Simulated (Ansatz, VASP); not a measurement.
**MgCd2SeS2 in VASP and in Ansatz**

File INCAR:

```
PREC = Accurate
ENCUT = 600
EDIFF = 1E-7
ISMEAR = 0
SIGMA = 0.1
LREAL = F
LASPH = T
NELM = 80
ALGO = Normal
ISIF = 3
LWAVE = F
LCHARG = F
GGA = PE
IBRION = 2
NSW = 90
EDIFFG = -0.04
```

KPOINTS

```
Automatic mesh
0
Gamma
  4 4 4
```

POSCAR

```
MgCd2SeS2
1.0
    4.5062786800      0.0000000000      0.0000000000
    0.0000000000      4.5062786800      0.0000000000
    0.0000000000      0.0000000000      5.9491166400
Mg Cd Se S
1 2 1 2
Direct
    0.0000000000      0.0000000000      0.0000000000
    0.0000000000      0.5000000000      0.5000000000
    0.5000000000      0.0000000000      0.5000000000
    0.0000000000      0.0000000000      0.5000000000
    0.5000000000      0.5000000000      0.7713990200
    0.5000000000      0.5000000000      0.2286009800
```

Input for Ansatz:

```yaml
crystal:
  lattice:
    - [4.50627868, 0.0, 0.0]
    - [0.0, 4.50627868, 0.0]
    - [0.0, 0.0, 5.94911664]
  atoms:
    - { symbol: Mg, position: [0.0, 0.0, 0.0] }
    - { symbol: Cd, position: [0.0, 0.5, 0.5] }
    - { symbol: Cd, position: [0.5, 0.0, 0.5] }
    - { symbol: Se, position: [0.0, 0.0, 0.5] }
    - { symbol: S, position: [0.5, 0.5, 0.77139902] }
    - { symbol: S, position: [0.5, 0.5, 0.22860098] }
basis:
  ecutwfc: 420
kpoints:
  mp_grid: { grid: [4, 4, 4] }
hamiltonian:
  xc: pbe
scf:
  occupations: { method: gaussian, width: 0.1 }
  lower_state_search: "off"
output:
  forces: true
  stress: true
  eigenvalues: true
relax:
  adjacent_minimum: "off"
  f_tol: 0.04
  max_steps: 70
  cell: { stress_tol: 0.4 }
```

Change from the starting cell: species swapped into the CeCr2Si2C type (P4/mmm, No. 123).

Alike in both runs: task relaxation of cell and atoms; functional PBE; k mesh 4 × 4 × 4; occupations gaussian, width 0.1 eV; no spin polarisation.

|  | VASP | Ansatz |
| --- | --- | --- |
| version | VASP 6.6.1 | Ansatz 0.2.0 |
| potentials or method | VASP PAW PBE potentials, release 64 (Mg, Cd, Se, S), cutoff 600 eV | scalar-relativistic, plane waves, PAW |
| valence electrons in the cell | 44 | 78 |

```tsv
	VASP	Ansatz	Ansatz less VASP
gap on the k mesh at the Fermi level, each at its own relaxed structure (eV)	none	none	-
relaxed volume (Å³/atom)	25.03	25.05	+0.022
relaxed cell length with the largest relative difference (Å)	5.240	5.246	+0.0068
```

A gap of «none» marks a metal or a gap that the smearing closes. VASP's potentials hold 44 valence electrons a cell and Ansatz's 78, so a difference there can come from the potentials and not from the codes.

Noted on VASP's run: the volume moved by over 15 % at a fixed basis, so the end points are rough.
